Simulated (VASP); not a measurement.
# Ag (I4/mmm) in VASP: further runs

Runs on Ag. Level: PBE. Tasks: single point.

All numbers are computed with VASP 6.6.1; they aren't measurements. Logs are shortened: lines on timing, memory, paths and dates and some standing lists are left out, and cuts for length are marked.

## 1. The cell of the first run

It takes space group I4/mmm (No. 139, tetragonal). The conventional cell has a = 2.889 Å, b = 2.889 Å, c = 4.413 Å, α = 90.00°, β = 90.00°, γ = 90.00°. Ag (site symmetry 4/mmm) has 12 Ag at 2.89 to 3.01 Å within 3.8 Å.

## 2. Single point, PBE (strain +0.000 along x and y, +0.080 along z)

The input, INCAR:

```
SYSTEM = Ag
ALGO = Normal
EDIFF = 1E-6
ENCUT = 520
GGA = PE
ISIF = 2
ISMEAR = 0
LASPH = .TRUE.
LCHARG = .TRUE.
LELF = .TRUE.
LREAL = .FALSE.
LVHAR = .TRUE.
LWAVE = .FALSE.
NBANDS = 12
NELM = 80
PREC = Accurate
SIGMA = 0.15
```

The input, KPOINTS:

```
k-points
0
G
  20 20 20
  0 0 0
```

The input, POSCAR:

```
Ag
1.0
    0.0000000000      2.0431000000      2.2065480000
    2.0431000000      0.0000000000      2.2065480000
    2.0431000000      2.0431000000      0.0000000000
Ag
1
Direct
    0.0000000000      0.0000000000      0.0000000000
```

Potentials or basis: VASP PAW PBE potentials, release 64 (Ag).

Run with:

```console
$ cat potpaw_PBE.64/Ag/POTCAR > POTCAR
$ mpirun -np 1 vasp_std > vasp.out
```

OUTCAR:

```text
SYSTEM = Ag
   EDIFF = 1E-6
   ENCUT = 520
   GGA = PE
   ISIF = 2
   ISMEAR = 0
   LASPH = .TRUE.
   LREAL = .FALSE.
   NELM = 80
   PREC = Accurate

 ion  position               nearest neighbor table
   1  0.000  0.000  0.000-

  LATTYP: Found a body centered tetragonal cell.
 ALAT       =     2.8893797293
 C/A-ratio  =     1.5273506474

  Lattice vectors:

 A1 = (  -2.0431000000,   0.0000000000,   2.2065480000)
 A2 = (   2.0431000000,   0.0000000000,   2.2065480000)
 A3 = (   0.0000000000,   2.0431000000,  -2.2065480000)

Analysis of symmetry for initial positions (statically):
=====================================================================
 Subroutine PRICEL returns:
 Original cell was already a primitive cell.

 Routine SETGRP: Setting up the symmetry group for a
 body centered tetragonal supercell.

 Subroutine GETGRP returns: Found 16 space group operations
 (whereof 16 operations were pure point group operations)
 out of a pool of 16 trial point group operations.

The static configuration has the point symmetry D_4h.

Analysis of symmetry for dynamics (positions and initial velocities):
=====================================================================
 Subroutine PRICEL returns:
 Original cell was already a primitive cell.

 Routine SETGRP: Setting up the symmetry group for a
 body centered tetragonal supercell.

 Subroutine GETGRP returns: Found 16 space group operations
 (whereof 16 operations were pure point group operations)
 out of a pool of 16 trial point group operations.

The dynamic configuration has the point symmetry D_4h.

 Subroutine INISYM returns: Found 16 space group operations
 (whereof 16 operations are pure point group operations),
 and found     1 'primitive' translations

----------------------------------------------------------------------------------------

                                     Primitive cell

  volume of cell :      18.4214

  direct lattice vectors                    reciprocal lattice vectors
     0.000000000  2.043100000  2.206548000    -0.244726151  0.244726151  0.226598288
     2.043100000  0.000000000  2.206548000     0.244726151 -0.244726151  0.226598288
     2.043100000  2.043100000  0.000000000     0.244726151  0.244726151 -0.226598288

  length of vectors
     3.007176697  3.007176697  2.889379729     0.413676882  0.413676882  0.413676882

  position of ions in fractional coordinates (direct lattice)
     0.000000000  0.000000000  0.000000000

  ion indices of the primitive-cell ions
   primitive index   ion index
                 1           1

----------------------------------------------------------------------------------------

 KPOINTS: k-points

Automatic generation of k-mesh.
 Grid dimensions read from file:
 generate k-points for:   20   20   20

 Generating k-lattice:

  Cartesian coordinates                     Fractional coordinates (reciprocal lattice)
    -0.012236308  0.012236308  0.011329914     0.050000000  0.000000000  0.000000000
     0.012236308 -0.012236308  0.011329914     0.000000000  0.050000000  0.000000000
     0.012236308  0.012236308 -0.011329914     0.000000000  0.000000000  0.050000000

  Length of vectors
     0.020683844  0.020683844  0.020683844

  Shift w.r.t. Gamma in fractional coordinates (k-lattice)
     0.000000000  0.000000000  0.000000000

 Subroutine IBZKPT returns following result:
 ===========================================

 Found    641 irreducible k-points:

 Following reciprocal coordinates:
            Coordinates               Weight
  0.000000  0.000000  0.000000      1.000000
  0.050000 -0.000000  0.000000      8.000000
  0.100000 -0.000000  0.000000      8.000000
  0.150000 -0.000000  0.000000      8.000000
  0.200000 -0.000000  0.000000      8.000000
  0.250000 -0.000000  0.000000      8.000000
[... 16 lines left out ...]
 -0.400000  0.050000  0.000000      8.000000
 -0.350000  0.050000  0.000000      8.000000
 [... further k-points ...]
   k-points           NKPTS =    641   k-points in BZ     NKDIM =    641   number of bands    NBANDS=     12
   number of dos      NEDOS =    301   number of ions     NIONS =      1
   total plane-waves  NPLWV =  13824
   dimension x,y,z NGX =    24 NGY =   24 NGZ =   24
   dimension x,y,z NGXF=    48 NGYF=   48 NGZF=   48
   ions per type =               1
   NGX,Y,Z   is equivalent  to a cutoff of  13.27, 13.27, 13.81 a.u.
   NGXF,Y,Z  is equivalent  to a cutoff of  26.54, 26.54, 27.62 a.u.
 SYSTEM =  Ag
   PREC   = accura    normal or accurate (medium, high low for compatibility)
   ISTART =      0    job   : 0-new  1-cont  2-samecut
   ICHARG =      2    charge: 1-file 2-atom 10-const
   ISPIN  =      1    spin polarized calculation?
   LNONCOLLINEAR =      F non collinear calculations
   LSORBIT =      F    spin-orbit coupling
   LASPH  =      T    aspherical Exc in radial PAW
   ENCUT  =  520.0 eV  38.22 Ry    6.18 a.u.   5.59  5.59  5.37*2*pi/ulx,y,z
   NELM   =     80;   NELMIN=  2; NELMDL= -5     # of ELM steps
   EDIFF  = 0.1E-05   stopping-criterion for ELM
   LREAL  =      F    real-space projection
   EDIFFG = 0.1E-04   stopping-criterion for IOM
   NSW    =      0    number of steps for IOM
   IBRION =     -1    ionic relax: 0-MD 1-quasi-New 2-CG
   NFREE  =      0    steps in history (QN), initial steepest desc. (CG)
   ISIF   =      2    stress and relaxation
   ISYM   =      2    0-nonsym 1-usesym 2-fastsym
   POTIM  = 0.5000    time-step for ionic-motion
   TEBEG  =    0.0;   TEEND  =   0.0 temperature during run
   PSTRESS=    0.0 pullay stress
   NELECT =      11.0000    total number of electrons
   NUPDOWN=      -1.0000    fix difference up-down
   EMIN   =  10.00;   EMAX   =-10.00  energy-range for DOS
   EFERMI =   0.00;   METHOD = LEGACY
   ISMEAR =     0;   SIGMA  =   0.15  broadening in eV -4-tet -1-fermi 0-gaus
   EFERMI_NEDOS =   21; number of points for ismear=-14 and -15
   IALGO  =     38    algorithm
   IMIX   =      4    mixing-type and parameters
     AMIX     =   0.40;   BMIX     =  1.00
     AMIX_MAG =   1.60;   BMIX_MAG =  1.00
  volume/ion in A,a.u.               =      18.42       124.31
  Fermi-wavevector in a.u.,A,eV,Ry     =   1.378579  2.605136 25.857584  1.900479
  Thomas-Fermi vector in A             =   2.503627
   LORBIT       =      0    0 simple, 1 ext, 2 COOP (PROOUT), +10 PAW based schemes
   GGA     = PE    functional components
   LHFCALC =     F    Hartree Fock is set to
   AEXX    =    0.0000 exact exchange contribution
   IVDW    =     0    specifies the selected vdW correction
   LEPSILON=     F    determine dielectric tensor
   LRPA    =     F    only Hartree local field effects (RPA)
 non-spin polarized calculation
 Gauss-broadening in eV      SIGMA  =   0.15
  energy-cutoff  :      520.00
  volume of cell :       18.42
 maximum number of plane-waves:       517
   NGX = 11   NGY = 11   NGZ = 11

 number of electron      11.0000003 magnetization

 Free energy of the ion-electron system (eV)
  ---------------------------------------------------
  ext. energy  EPLUGINS =         0.00000000
  ---------------------------------------------------
  free energy    TOTEN  =        -2.70781192 eV

  energy without entropy =       -2.70526740  energy(sigma->0) =       -2.70653966

 E-fermi :   7.4314     XC(G=0): -11.7534

 val. band max:        7.4308273319   @ k =  -0.2000   0.3000   0.1500
 cond. band min:       7.4539866936   @ k =   0.5000   0.3000   0.0500
 fundamental gap:      0.0231593617
 Fermi energy:         7.4314474410

 k-point     1 :       0.0000    0.0000    0.0000
  band No.  band energies     occupation
      1       0.1850      2.00000
      2       2.5672      2.00000
      3       3.0192      2.00000
      4       3.0192      2.00000
      5       3.5130      2.00000
      6       3.9717      2.00000
      7      23.3211      0.00000
      8      25.8604      0.00000
      9      26.6232      0.00000
     10      26.6232      0.00000
     11      30.9510      0.00000
     12      31.4652      0.00000

 k-point     2 :       0.0500   -0.0000    0.0000
  band No.  band energies     occupation
      1       0.2590      2.00000
      2       2.5802      2.00000
      3       3.0098      2.00000
      4       3.0377      2.00000
      5       3.5113      2.00000
      6       3.9598      2.00000
      7      23.3140      0.00000
      8      25.5380      0.00000
      9      26.2583      0.00000
     10      26.6351      0.00000
     11      30.6703      0.00000
     12      31.4817      0.00000

 k-point     3 :       0.1000   -0.0000    0.0000
  band No.  band energies     occupation
      1       0.4746      2.00000
      2       2.6126      2.00000
      3       2.9874      2.00000
      4       3.0888      2.00000
      5       3.5152      2.00000
      6       3.9288      2.00000
      7      23.0326      0.00000
      8      24.4772      0.00000
      9      26.1588      0.00000
     10      26.6600      0.00000
     11      29.6926      0.00000
     12      31.4391      0.00000

 k-point     4 :       0.1500   -0.0000    0.0000
  band No.  band energies     occupation
      1       0.8071      2.00000
      2       2.6582      2.00000
      3       2.9627      2.00000
      4       3.1573      2.00000
      5       3.5507      2.00000
      6       3.8943      2.00000
      7      21.7170      0.00000
      8      24.0583      0.00000
      9      26.1546      0.00000
     10      26.6688      0.00000
     11      28.8827      0.00000
     12      30.8300      0.00000

 k-point     5 :       0.2000   -0.0000    0.0000
  band No.  band energies     occupation
      1       1.1883      2.00000
      2       2.7543      2.00000
      3       2.9440      2.00000
      4       3.2148      2.00000
      5       3.6464      2.00000
      6       3.8849      2.00000
      7      19.9007      0.00000
      8      23.8821      0.00000
      9      26.0836      0.00000
     10      26.6214      0.00000
     11      28.4198      0.00000
     12      30.2410      0.00000
[... 228 lines left out ...]
      1       1.5068      2.00000
      2       2.6254      2.00000
      3       3.0709      2.00000
      4       4.3714      2.00000
      5       4.3953      2.00000
      6       7.3042      1.76960
      7      10.7588      0.00000
      8      21.5702      0.00000
      9      24.0930      0.00000
     10      25.0857      0.00000
     11      28.6148      0.00000
     12      30.2443      0.00000

 k-point    22 :      -0.4500    0.0500    0.0000
  band No.  band energies     occupation
      1       1.5115      2.00000
      2       2.6364      2.00000
      3       3.0673      2.00000
      4       4.3342      2.00000
      5       4.4027      2.00000
      6       7.2039      1.96805
      7      10.8976      0.00000
      8      21.4837      0.00000
      9      24.0782      0.00000
     10      25.4056      0.00000
     11      28.7129      0.00000
     12      30.0972      0.00000

 k-point    23 :      -0.4000    0.0500    0.0000
  band No.  band energies     occupation
      1       1.5443      2.00000
      2       2.6684      2.00000
      3       3.0897      2.00000
      4       4.2467      2.00000
      5       4.3080      2.00000
      6       6.3128      2.00000
      7      12.0970      0.00000
      8      21.5649      0.00000
      9      24.2422      0.00000
     10      25.8848      0.00000
     11      28.8007      0.00000
     12      29.9872      0.00000

 k-point    24 :      -0.3500    0.0500    0.0000
  band No.  band energies     occupation
      1       1.5947      2.00000
      2       2.7158      2.00000
      3       3.1343      2.00000
      4       4.1005      2.00000
      5       4.1216      2.00000
      6       5.3273      2.00000
      7      13.6859      0.00000
      8      21.7966      0.00000
      9      24.5599      0.00000
     10      26.4905      0.00000
     11      28.8865      0.00000
     12      29.9260      0.00000

 [... further k-points ...]

------------------------ aborting loop because EDIFF is reached ----------------------------------------

  FORCE on cell =-STRESS in cart. coord.  units (eV):
  Direction    XX          YY          ZZ          XY          YZ          ZX
  --------------------------------------------------------------------------------------
  -------------------------------------------------------------------------------------
  Total       -0.1824555     -0.1824555     -0.5296325      0.0000000      0.0000000     -0.0000000
  in kB      -15.8688290    -15.8688290    -46.0640974      0.0000000      0.0000000     -0.0000000
  external PRESSURE =     -25.9339184 kB  Pullay stress =       0.0000000 kB

 VOLUME and BASIS-vectors are now :
 -----------------------------------------------------------------------------
  energy-cutoff  :      520.00
  volume of cell :       18.42
      direct lattice vectors                 reciprocal lattice vectors
     0.000000000  2.043100000  2.206548000    -0.244726151  0.244726151  0.226598288
     2.043100000  0.000000000  2.206548000     0.244726151 -0.244726151  0.226598288
     2.043100000  2.043100000  0.000000000     0.244726151  0.244726151 -0.226598288

 POSITION                                       TOTAL-FORCE (eV/Angst)
 -----------------------------------------------------------------------------------
      0.00000      0.00000      0.00000         0.000000      0.000000      0.000000
 -----------------------------------------------------------------------------------
    total drift:                               -0.000000      0.000000     -0.000000

  FREE ENERGIE OF THE ION-ELECTRON SYSTEM (eV)
  ---------------------------------------------------
  free  energy   TOTEN  =        -2.7078119201 eV

  energy  without entropy=       -2.7052673953  energy(sigma->0) =       -2.70653966
```

It took 87 s on 1 thread of Intel Xeon 8259CL, shared host; peak memory 0.25 GiB.

What came out:

* Free energy: -2.7078 eV
* Pressure: -2.6 GPa
* Band gap on the k mesh: zero (an odd number of electrons rules out a gap without spin polarisation)

Caveat: the cell differs from its parent crystal (strain +0.000 along x and y, +0.080 along z).

## 3. Single point, PBE (strain +0.040 along x and y, +0.000 along z)

The input, INCAR:

```
  ALGO = Normal
  EDIFF = 1E-7
  ENCUT = 520
  GGA = PE
  ISIF = 2
  ISMEAR = 0
  LASPH = True
  LCHARG = True
  LELF = True
  LREAL = False
  LVHAR = True
  LWAVE = False
  NBANDS = 12
  NELM = 60
  PREC = Accurate
  SIGMA = 0.15
```

The input, KPOINTS:

```
k-points
0
Gamma
  20 20 20
```

The input, POSCAR:

```
Ag
1.0
    0.0000000000      2.1248240000      2.0431000000
    2.1248240000      0.0000000000      2.0431000000
    2.1248240000      2.1248240000      0.0000000000
Ag
1
Direct
    0.0000000000      0.0000000000      0.0000000000
```

Potentials or basis: VASP PAW PBE potentials, release 64 (Ag).

Run with:

```console
$ cat potpaw_PBE.64/Ag/POTCAR > POTCAR
$ mpirun -np 1 vasp_std > vasp.out
```

OUTCAR:

```text
EDIFF = 1E-7
   ENCUT = 520
   GGA = PE
   ISIF = 2
   ISMEAR = 0
   LASPH = True
   LREAL = False
   NELM = 60
   PREC = Accurate

 ion  position               nearest neighbor table
   1  0.000  0.000  0.000-

  LATTYP: Found a body centered tetragonal cell.
 ALAT       =     3.0049549185
 C/A-ratio  =     1.3598207331

  Lattice vectors:

 A1 = (   0.0000000000,  -2.1248240000,  -2.0431000000)
 A2 = (   0.0000000000,   2.1248240000,  -2.0431000000)
 A3 = (   2.1248240000,   0.0000000000,   2.0431000000)

[... 539 lines left out ...]

 [... further k-points ...]

------------------------ aborting loop because EDIFF is reached ----------------------------------------

  FORCE on cell =-STRESS in cart. coord.  units (eV):
  Direction    XX          YY          ZZ          XY          YZ          ZX
  --------------------------------------------------------------------------------------
  -------------------------------------------------------------------------------------
  Total       -0.3706885     -0.3706885     -0.2448047      0.0000000     -0.0000000      0.0000000
  in kB      -32.1924616    -32.1924616    -21.2600731      0.0000000     -0.0000000      0.0000000
  external PRESSURE =     -28.5483321 kB  Pullay stress =       0.0000000 kB

 VOLUME and BASIS-vectors are now :
 -----------------------------------------------------------------------------
  energy-cutoff  :      520.00
  volume of cell :       18.45
      direct lattice vectors                 reciprocal lattice vectors
     0.000000000  2.124824000  2.043100000    -0.235313607  0.235313607  0.244726151
     2.124824000  0.000000000  2.043100000     0.235313607 -0.235313607  0.244726151
     2.124824000  2.124824000  0.000000000     0.235313607  0.235313607 -0.244726151

 POSITION                                       TOTAL-FORCE (eV/Angst)
 -----------------------------------------------------------------------------------
      0.00000      0.00000      0.00000         0.000000      0.000000      0.000000
 -----------------------------------------------------------------------------------
    total drift:                               -0.000000      0.000000      0.000000

  FREE ENERGIE OF THE ION-ELECTRON SYSTEM (eV)
  ---------------------------------------------------
  free  energy   TOTEN  =        -2.7140368941 eV

  energy  without entropy=       -2.7116456240  energy(sigma->0) =       -2.71284126
```

stdout:

```text
POSCAR found type information on POSCAR Ag
 POSCAR found :  1 types and       1 ions
 scaLAPACK will be used
 LDA part: xc-table for (Slater+PW92), standard interpolation
 POSCAR, INCAR and KPOINTS ok, starting setup
 FFT: planning ... GRIDC
 FFT: planning ... GRID_SOFT
 FFT: planning ... GRID
 WAVECAR not read
 entering main loop
```

Wall time 2.2 min (1 thread of Intel Xeon 8259CL, shared host); peak memory 0.26 GiB.

What came out:

| Item | Value |
| --- | --- |
| Free energy | -2.7140 eV |
| Pressure | -2.9 GPa |
| Band gap on the k mesh | zero (an odd number of electrons rules out a gap without spin polarisation) |

Levels at points of the mesh, in eV from the Fermi level:
| k point | band 2 | band 3 | band 4 | band 5 | band 6 | band 7 | band 8 | band 9 | band 10 | band 11 |
| --- | --- | --- | --- | --- | --- | --- | --- | --- | --- | --- |
| (0.00, 0.00, 0.00) | -4.62 | -4.62 | -4.41 | -3.77 | -3.55 | 15.84 | 18.80 | 18.80 | 19.20 | 23.56 |
| (0.50, 0.00, 0.00) | -4.67 | -4.46 | -3.01 | -2.91 | -0.20 | 3.18 | 14.94 | 16.60 | 17.63 | 21.36 |
| (0.50, 0.50, 0.00) | -5.85 | -2.99 | -2.77 | -2.77 | 2.10 | 6.76 | 9.81 | 9.81 | 15.78 | 15.84 |
| (0.50, 0.00, 0.50) | -5.85 | -2.99 | -2.86 | -2.71 | 1.46 | 5.83 | 10.48 | 10.50 | 16.48 | 16.49 |

Caveat: the cell differs from its parent crystal (strain +0.040 along x and y, +0.000 along z).
